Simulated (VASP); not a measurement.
A run of VASP 6.6.1 is set up as follows.

POSCAR

```
Sn
1.0
   -2.9401404553      2.9401404553      1.5993019889
    2.9401404553     -2.9401404553      1.5993019889
    2.9401404553      2.9401404553     -1.5993019889
Sn
2
Direct
    0.0070650000     -0.0047300000     -0.0123030000
    0.7491880000      0.2445090000      0.4991050000
```

The input INCAR.step1:

```
PREC = Accurate
ENCUT = 520
ISMEAR = -1
SIGMA = 0.05
LREAL = F
LASPH = T
NELM = 60
NBANDS = 21
GGA = PE
ALGO = Normal
EDIFF = 1E-4
LWAVE = T
LCHARG = F
```

Contents of INCAR.step2:

```
PREC = Accurate
ENCUT = 520
EDIFF = 1E-7
ISMEAR = -1
SIGMA = 0.05
LREAL = F
LASPH = T
NELM = 60
ALGO = Normal
ISIF = 2
LWAVE = F
LCHARG = T
METAGGA = R2SCAN
LMIXTAU = T
LELF = T
LVHAR = T
NBANDS = 21
ISTART = 1
```

Contents of KPOINTS:

```
Automatic mesh
0
Gamma
  7 7 5
```

Potentials or basis: VASP PAW PBE potentials, release 64 (Sn_d).

Run with:

```bash
$ cat potpaw_PBE.64/Sn_d/POTCAR > POTCAR
$ cp INCAR.step1 INCAR
$ mpirun -np 1 vasp_std > vasp.out
$ cp INCAR.step2 INCAR
$ mpirun -np 1 vasp_std > vasp.out
```

Q: Estimate the largest force.

A: 0.158 eV/Å.

Q: What does it give for the pressure?

A: -0.2 GPa.

Q: Predict the band gap on the k mesh.

A: Zero (band 14 reaches 9.10 eV, above the bottom of band 15 at 5.77 eV).

Forces on the atoms (eV/Å):
```
Sn   0.154  0.033 -0.006
Sn  -0.154 -0.033  0.006
```

Caveat: the PAW data sets were made with another functional, which shifts forces and pressure a little; spin-orbit coupling is left out, which moves the levels of the heavy elements.
